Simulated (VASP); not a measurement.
# Ta (P6_3/mmc) in VASP: notebook, part 2 of 2

VASP 6.6.1. The steps go on from the part before.

### Step 3. Single point, r2SCAN (strain +0.0300 x Voigt [0, 0, 1, 0, 0, 0])

File POSCAR:

```
Ta
1.0
    2.9003720726      0.0000000000      0.0000000000
   -1.4501860363      2.5117958953      0.0000000000
    0.0000000000      0.0000000000      5.3212622200
Ta
2
Direct
    0.6666666667      0.3333333333      0.7500000000
    0.3333333333      0.6666666667      0.2500000000
```

File INCAR.step1:

```
SYSTEM = Ta
ALGO = Normal
EDIFF = 1E-4
ENCUT = 520
GGA = PE
ISMEAR = 0
LASPH = .TRUE.
LCHARG = .FALSE.
LREAL = .FALSE.
LWAVE = .TRUE.
NBANDS = 18
NELM = 80
PREC = Accurate
SIGMA = 0.15
```

File INCAR.step2:

```
SYSTEM = Ta
ALGO = Normal
EDIFF = 1E-6
ENCUT = 520
ISIF = 2
ISMEAR = 0
ISTART = 1
LASPH = .TRUE.
LCHARG = .FALSE.
LMIXTAU = .TRUE.
LREAL = .FALSE.
LWAVE = .FALSE.
METAGGA = R2SCAN
NBANDS = 18
NELM = 80
PREC = Accurate
SIGMA = 0.15
```

File KPOINTS:

```
k-points
0
G
  18 18 10
  0 0 0
```

Potentials or basis: VASP PAW PBE potentials, release 64 (Ta_pv).

The run is started by

```sh
> cat potpaw_PBE.64/Ta_pv/POTCAR > POTCAR
> cp INCAR.step1 INCAR
> mpirun -np 1 vasp_std > vasp.out
> cp INCAR.step2 INCAR
> mpirun -np 1 vasp_std > vasp.out
```

OUTCAR:

```text
SYSTEM = Ta
   EDIFF = 1E-6
   ENCUT = 520
   ISIF = 2
   ISMEAR = 0
   ISTART = 1
   LASPH = .TRUE.
   LREAL = .FALSE.
   METAGGA = R2SCAN
   NELM = 80
   PREC = Accurate

 ion  position               nearest neighbor table
   1  0.667  0.333  0.750-   2 3.14   2 3.14   2 3.14   2 3.14   2 3.14   2 3.14
   2  0.333  0.667  0.250-   1 3.14   1 3.14   1 3.14   1 3.14   1 3.14   1 3.14

  LATTYP: Found a hexagonal cell.
 ALAT       =     2.9003720726
 C/A-ratio  =     1.8346826155

  Lattice vectors:

 A1 = (   2.9003720726,   0.0000000000,   0.0000000000)
 A2 = (  -1.4501860363,   2.5117958953,   0.0000000000)
 A3 = (   0.0000000000,   0.0000000000,   5.3212622200)

Analysis of symmetry for initial positions (statically):
=====================================================================
 Subroutine PRICEL returns:
 Original cell was already a primitive cell.

 Routine SETGRP: Setting up the symmetry group for a
 hexagonal supercell.

 Subroutine GETGRP returns: Found 24 space group operations
 (whereof 12 operations were pure point group operations)
 out of a pool of 24 trial point group operations.

The static configuration has the point symmetry D_3d.
 The point group associated with its full space group is D_6h.

Analysis of symmetry for dynamics (positions and initial velocities):
=====================================================================
 Subroutine PRICEL returns:
 Original cell was already a primitive cell.

 Routine SETGRP: Setting up the symmetry group for a
 hexagonal supercell.

 Subroutine GETGRP returns: Found 24 space group operations
 (whereof 12 operations were pure point group operations)
 out of a pool of 24 trial point group operations.

The dynamic configuration has the point symmetry D_3d.
 The point group associated with its full space group is D_6h.

 Subroutine INISYM returns: Found 24 space group operations
 (whereof 12 operations are pure point group operations),
 and found     1 'primitive' translations
[... 112 lines left out ...]
   IALGO  =     38    algorithm
   IMIX   =      4    mixing-type and parameters
     AMIX     =   0.40;   BMIX     =  1.00
     AMIX_MAG =   1.60;   BMIX_MAG =  1.00
  volume/ion in A,a.u.               =      19.38       130.80
  Fermi-wavevector in a.u.,A,eV,Ry     =   1.355392  2.561319 24.995081  1.837087
  Thomas-Fermi vector in A             =   2.482483
   LORBIT       =      0    0 simple, 1 ext, 2 COOP (PROOUT), +10 PAW based schemes
   METAGGA = R2SCAN    functional components
   LHFCALC =     F    Hartree Fock is set to
   AEXX    =    0.0000 exact exchange contribution
   IVDW    =     0    specifies the selected vdW correction
   LEPSILON=     F    determine dielectric tensor
   LRPA    =     F    only Hartree local field effects (RPA)
 non-spin polarized calculation
 Gauss-broadening in eV      SIGMA  =   0.15
  energy-cutoff  :      520.00
  volume of cell :       38.77
 maximum number of plane-waves:      1081
 NGX is ok and might be reduce to    24
   NGX = 11   NGY = 11   NGZ = 19

 number of electron      21.9999996 magnetization

 Free energy of the ion-electron system (eV)
  ---------------------------------------------------
  ext. energy  EPLUGINS =         0.00000000
  ---------------------------------------------------
  free energy    TOTEN  =       -96.51093017 eV

  energy without entropy =      -96.48132538  energy(sigma->0) =      -96.49612777

 E-fermi :   5.1836     XC(G=0): -13.3236

 val. band max:        5.1818068417   @ k =   0.2778   0.2778   0.0000
 cond. band min:       5.1841784751   @ k =   0.3333   0.0556   0.0000
 fundamental gap:      0.0023716334
 Fermi energy:         5.1835779848

 k-point     1 :       0.0000    0.0000    0.0000
  band No.  band energies     occupation
      1     -30.5833      2.00000
      2     -29.8772      2.00000
      3     -29.6618      2.00000
      4     -29.6618      2.00000
      5     -29.5980      2.00000
      6     -29.5980      2.00000
[... 481 lines left out ...]
      5     -29.9603      2.00000
      6     -29.8923      2.00000
[... 10 lines left out ...]
     17      12.7045      0.00000
     18      14.2313      0.00000

 [... further k-points ...]

------------------------ aborting loop because EDIFF is reached ----------------------------------------

  FORCE on cell =-STRESS in cart. coord.  units (eV):
  Direction    XX          YY          ZZ          XY          YZ          ZX
  --------------------------------------------------------------------------------------
  -------------------------------------------------------------------------------------
  Total       -1.3538787     -1.3538787     -2.8007400      0.0000000      0.0000000      0.0000000
  in kB      -55.9548361    -55.9548361   -115.7525743      0.0000000      0.0000000      0.0000000
  external PRESSURE =     -75.8874155 kB  Pullay stress =       0.0000000 kB

 VOLUME and BASIS-vectors are now :
 -----------------------------------------------------------------------------
  energy-cutoff  :      520.00
  volume of cell :       38.77
      direct lattice vectors                 reciprocal lattice vectors
     2.900372073  0.000000000  0.000000000     0.344783350  0.199060760  0.000000000
    -1.450186036  2.511795895  0.000000000     0.000000000  0.398121520  0.000000000
     0.000000000  0.000000000  5.321262220     0.000000000  0.000000000  0.187925338

 POSITION                                       TOTAL-FORCE (eV/Angst)
 -----------------------------------------------------------------------------------
      1.45019      0.83727      3.99095        -0.000000      0.000000      0.000000
     -0.00000      1.67453      1.33032         0.000000     -0.000000      0.000000
 -----------------------------------------------------------------------------------
    total drift:                               -0.000000      0.000000     -0.000000

  FREE ENERGIE OF THE ION-ELECTRON SYSTEM (eV)
  ---------------------------------------------------
  free  energy   TOTEN  =       -96.5109301672 eV

  energy  without entropy=      -96.4813253820  energy(sigma->0) =      -96.49612777
```

OUTCAR.step1:

```text
SYSTEM = Ta
   EDIFF = 1E-4
   ENCUT = 520
   GGA = PE
   ISMEAR = 0
   LASPH = .TRUE.
   LREAL = .FALSE.
[... 728 lines left out ...]
      1.45019      0.83727      3.99095        -0.000000      0.000000      0.000000
     -0.00000      1.67453      1.33032         0.000000      0.000000      0.000000
 -----------------------------------------------------------------------------------
    total drift:                               -0.000000      0.000000     -0.000000

  FREE ENERGIE OF THE ION-ELECTRON SYSTEM (eV)
  ---------------------------------------------------
  free  energy   TOTEN  =       -23.0423658519 eV

  energy  without entropy=      -23.0117212883  energy(sigma->0) =      -23.02704357
```

Wall time 8.5 min (1 thread of Intel Xeon 8259CL, shared host); peak memory 0.27 GiB.

Results:

```yaml
Free_energy: -96.5109 eV
Pressure: -7.6 GPa
Band_gap_on_the_k_mesh: zero (band 11 reaches 6.56 eV, above the bottom of band 12 at 4.43 eV)
```

Stress tensor (GPa, compression positive):
```
 -5.60   0.00   0.00
  0.00  -5.60   0.00
  0.00   0.00 -11.58
```

Caveat: the cell differs from its parent crystal (strain +0.0300 x Voigt [0, 0, 1, 0, 0, 0]); the PAW data sets were made with another functional, which shifts forces and pressure a little; spin-orbit coupling is left out, which moves the levels of the heavy elements.

### Step 4. Single point, r2SCAN (strain +0.0350 x Voigt [0, 0, 1, 0, 0, 0])

Changes to POSCAR since step 3:

```diff
@@ -4,3 +4,3 @@
    -1.4501860363      2.5117958953      0.0000000000
-    0.0000000000      0.0000000000      5.3212622200
+    0.0000000000      0.0000000000      5.3470935900
 Ta
```

File INCAR.step1:

```
PREC     = Accurate       # precision mode
ENCUT    = 520            # plane-wave cutoff, eV
ISMEAR   = 0              # smearing method
SIGMA    = 0.15           # smearing width, eV
LREAL    = False          # projectors in reciprocal space
LASPH    = True           # aspherical terms in the spheres
NELM     = 100            # most SCF steps
NBANDS   = 18             # bands
GGA      = PE             # functional
ALGO     = Normal         # electronic algorithm
EDIFF    = 1E-4           # SCF threshold, eV
LWAVE    = True           # write WAVECAR
LCHARG   = False          # write CHGCAR
```

File INCAR.step2:

```
PREC     = Accurate       # precision mode
ENCUT    = 520            # plane-wave cutoff, eV
EDIFF    = 1E-6           # SCF threshold, eV
ISMEAR   = 0              # smearing method
SIGMA    = 0.15           # smearing width, eV
LREAL    = False          # projectors in reciprocal space
LASPH    = True           # aspherical terms in the spheres
NELM     = 100            # most SCF steps
ALGO     = Normal         # electronic algorithm
ISIF     = 2              # what is computed and relaxed
LWAVE    = False          # write WAVECAR
LCHARG   = False          # write CHGCAR
METAGGA  = R2SCAN         # meta-GGA
LMIXTAU  = True         
NBANDS   = 18             # bands
ISTART   = 1
```

File KPOINTS:

```
regular mesh
0
Gamma
  18 18 10
```

The run is started by

```sh
> cat potpaw_PBE.64/Ta_pv/POTCAR > POTCAR
> cp INCAR.step1 INCAR
> mpirun -np 1 vasp_std > vasp.out
> cp INCAR.step2 INCAR
> mpirun -np 1 vasp_std > vasp.out
```

It took 7.6 min on 1 thread of Intel Xeon 8259CL, shared host; peak memory 0.27 GiB.

The run converged. Its results:

| Property | Result |
| --- | --- |
| Free energy | -96.4966 eV |
| Pressure | -8.3 GPa |
| Band gap on the k mesh | zero (band 11 reaches 6.52 eV, above the bottom of band 12 at 4.39 eV) |

Stress tensor (GPa, compression positive):
```
 -6.03   0.00   0.00
  0.00  -6.03   0.00
  0.00   0.00 -12.80
```

Levels at points of the mesh, in eV from the Fermi level:
```
           k point  band 9  band 10  band 11  band 12  band 13  band 14
(0.00, 0.00, 0.00)   -0.86    -0.69     0.78     0.78     1.26     1.26
(0.50, 0.00, 0.00)   -3.28    -0.49    -0.48     0.36     1.36     5.52
(0.00, 0.00, 0.50)   -1.42    -1.42     0.86     0.86     0.86     0.86
(0.50, 0.00, 0.50)   -2.34    -2.34     1.37     1.37     2.95     2.95
```

Caveat: the cell differs from its parent crystal (strain +0.0350 x Voigt [0, 0, 1, 0, 0, 0]); the PAW data sets were made with another functional, which shifts forces and pressure a little; spin-orbit coupling is left out, which moves the levels of the heavy elements.

### Step 5. Single point, r2SCAN (strain +0.0400 x Voigt [0, 0, 1, 0, 0, 0])

Changes to POSCAR since step 4:

```diff
@@ -4,3 +4,3 @@
    -1.4501860363      2.5117958953      0.0000000000
-    0.0000000000      0.0000000000      5.3470935900
+    0.0000000000      0.0000000000      5.3729249600
 Ta
```

File INCAR.step1:

```
PREC = Accurate ; ENCUT = 520
ISMEAR = 0 ; SIGMA = 0.15
LREAL = F ; LASPH = T
NELM = 80 ; NBANDS = 18
GGA = PE ; ALGO = Normal
EDIFF = 1E-4 ; LWAVE = T
LCHARG = F
```

File INCAR.step2:

```
PREC = Accurate ; ENCUT = 520
EDIFF = 1E-6 ; ISMEAR = 0
SIGMA = 0.15 ; LREAL = F
LASPH = T ; NELM = 80
ALGO = Normal ; ISIF = 2
LWAVE = F ; LCHARG = T
METAGGA = R2SCAN ; LMIXTAU = T
LELF = T ; LVHAR = T
NBANDS = 18 ; ISTART = 1
```

File KPOINTS:

```
Automatic mesh
0
Gamma
  18 18 10
```

Potentials or basis: VASP PAW PBE potentials, release 64 (Ta_pv).

The run is started by

```sh
> cat potpaw_PBE.64/Ta_pv/POTCAR > POTCAR
> cp INCAR.step1 INCAR
> mpirun -np 1 vasp_std > vasp.out
> cp INCAR.step2 INCAR
> mpirun -np 1 vasp_std > vasp.out
```

OUTCAR:

```text
PREC = Accurate
   ENCUT = 520
   EDIFF = 1E-6
   ISMEAR = 0
   LREAL = F
   LASPH = T
   NELM = 80
   ISIF = 2
   METAGGA = R2SCAN
   ISTART = 1

 ion  position               nearest neighbor table
   1  0.667  0.333  0.750-   2 3.17   2 3.17   2 3.17   2 3.17   2 3.17   2 3.17
   2  0.333  0.667  0.250-   1 3.17   1 3.17   1 3.17   1 3.17   1 3.17   1 3.17

  LATTYP: Found a hexagonal cell.
 ALAT       =     2.9003720726
 C/A-ratio  =     1.8524950680

  Lattice vectors:

 A1 = (   2.9003720726,   0.0000000000,   0.0000000000)
 A2 = (  -1.4501860363,   2.5117958953,   0.0000000000)
 A3 = (   0.0000000000,   0.0000000000,   5.3729249600)

Analysis of symmetry for initial positions (statically):
=====================================================================
 Subroutine PRICEL returns:
 Original cell was already a primitive cell.

 Routine SETGRP: Setting up the symmetry group for a
 hexagonal supercell.

 Subroutine GETGRP returns: Found 24 space group operations
 (whereof 12 operations were pure point group operations)
[... 157 lines left out ...]
 number of electron      22.0000000 magnetization

 Free energy of the ion-electron system (eV)
  ---------------------------------------------------
  ext. energy  EPLUGINS =         0.00000000
  ---------------------------------------------------
  free energy    TOTEN  =       -96.48094821 eV

  energy without entropy =      -96.45074290  energy(sigma->0) =      -96.46584556

 E-fermi :   5.1024     XC(G=0): -13.2664

 val. band max:        5.1022403305   @ k =   0.4444   0.1111   0.3000
 cond. band min:       5.1032643753   @ k =   0.1111   0.0556   0.2000
 fundamental gap:      0.0010240448
 Fermi energy:         5.1023782080

 k-point     1 :       0.0000    0.0000    0.0000
  band No.  band energies     occupation
      1     -30.6615      2.00000
      2     -29.9994      2.00000
      3     -29.7543      2.00000
      4     -29.7543      2.00000
      5     -29.6962      2.00000
      6     -29.6962      2.00000
[... 481 lines left out ...]
      5     -30.0678      2.00000
      6     -29.9920      2.00000
[... 10 lines left out ...]
     17      12.5995      0.00000
     18      14.0663      0.00000

 [... further k-points ...]
[... 5 lines left out ...]
  --------------------------------------------------------------------------------------
  -------------------------------------------------------------------------------------
  Total       -1.5736415     -1.5736415     -3.4147488      0.0000000      0.0000000      0.0000000
  in kB      -64.4121126    -64.4121126   -139.7721068      0.0000000      0.0000000      0.0000000
  external PRESSURE =     -89.5321106 kB  Pullay stress =       0.0000000 kB

 VOLUME and BASIS-vectors are now :
 -----------------------------------------------------------------------------
  energy-cutoff  :      520.00
  volume of cell :       39.14
      direct lattice vectors                 reciprocal lattice vectors
     2.900372073  0.000000000  0.000000000     0.344783350  0.199060760  0.000000000
    -1.450186036  2.511795895  0.000000000     0.000000000  0.398121520  0.000000000
     0.000000000  0.000000000  5.372924960     0.000000000  0.000000000  0.186118363

 POSITION                                       TOTAL-FORCE (eV/Angst)
 -----------------------------------------------------------------------------------
      1.45019      0.83727      4.02969        -0.000000      0.000000      0.000000
     -0.00000      1.67453      1.34323         0.000000      0.000000      0.000000
 -----------------------------------------------------------------------------------
    total drift:                               -0.000000      0.000000     -0.000000

  FREE ENERGIE OF THE ION-ELECTRON SYSTEM (eV)
  ---------------------------------------------------
  free  energy   TOTEN  =       -96.4809482125 eV

  energy  without entropy=      -96.4507429027  energy(sigma->0) =      -96.46584556
```

OUTCAR.step1:

```text
PREC = Accurate
   ENCUT = 520
   ISMEAR = 0
   LREAL = F
   LASPH = T
[... 728 lines left out ...]
 -----------------------------------------------------------------------------------
      1.45019      0.83727      4.02969         0.000000     -0.000000      0.000000
     -0.00000      1.67453      1.34323        -0.000000      0.000000      0.000000
 -----------------------------------------------------------------------------------
    total drift:                               -0.000000      0.000000     -0.000000

  FREE ENERGIE OF THE ION-ELECTRON SYSTEM (eV)
  ---------------------------------------------------
  free  energy   TOTEN  =       -23.0175972979 eV

  energy  without entropy=      -22.9862629427  energy(sigma->0) =      -23.00193012
```

OSZICAR.step1:

```text
N       E                     dE             d eps       ncg     rms          rms(c)
DAV:   1     0.169352657845E+03    0.16935E+03   -0.12805E+04  8000   0.125E+03
DAV:   2    -0.197565596772E+02   -0.18911E+03   -0.18607E+03  9860   0.352E+02
DAV:   3    -0.239440901896E+02   -0.41875E+01   -0.41262E+01  9646   0.494E+01
DAV:   4    -0.239757479710E+02   -0.31658E-01   -0.31573E-01  9114   0.454E+00
DAV:   5    -0.239759817023E+02   -0.23373E-03   -0.23371E-03  9032   0.378E-01    0.166E+01
DAV:   6    -0.232435004329E+02    0.73248E+00   -0.82164E-01  8768   0.780E+00    0.793E+00
DAV:   7    -0.230200566564E+02    0.22344E+00   -0.69100E-01  9120   0.676E+00    0.546E-01
DAV:   8    -0.230176103729E+02    0.24463E-02   -0.10587E-02  8780   0.870E-01    0.154E-01
DAV:   9    -0.230175972979E+02    0.13075E-04   -0.37602E-04  9112   0.157E-01
   1 F= -.23017597E+02 E0= -.23001930E+02  d E =-.313344E-01
```

It took 8 min on 1 thread of Intel Xeon 8259CL, shared host; peak memory 0.27 GiB.

Results:

- Free energy: -96.4809 eV
- Pressure: -9.0 GPa
- Band gap on the k mesh: zero (band 11 reaches 6.47 eV, above the bottom of band 12 at 4.35 eV)

Caveat: the cell differs from its parent crystal (strain +0.0400 x Voigt [0, 0, 1, 0, 0, 0]); the PAW data sets were made with another functional, which shifts forces and pressure a little; spin-orbit coupling is left out, which moves the levels of the heavy elements.

### Step 6. Overview

```tsv
cell	gap on the mesh (eV)	pressure (GPa)
a = 2.900, b = 2.900, c = 5.270 Å, angles 90.0, 90.0, 120.0°, 2 atoms	none	-6.1
a = 2.900, b = 2.900, c = 5.321 Å, angles 90.0, 90.0, 120.0°, 2 atoms	none	-7.6
a = 2.900, b = 2.900, c = 5.347 Å, angles 90.0, 90.0, 120.0°, 2 atoms	none	-8.3
a = 2.900, b = 2.900, c = 5.373 Å, angles 90.0, 90.0, 120.0°, 2 atoms	none	-9.0
```

Alike in all rows: task single point; level r2SCAN; potentials or basis VASP PAW PBE potentials, release 64 (Ta_pv); no spin polarisation; k mesh 18 × 18 × 10; cutoff (eV) 520; smearing gaussian 0.15 eV.

Caveats: the PAW data sets were made with another functional, which shifts forces and pressure a little; spin-orbit coupling is left out, which moves the levels of the heavy elements.

Total energies depend on the potentials used, so only differences within one code and one set of settings carry meaning.
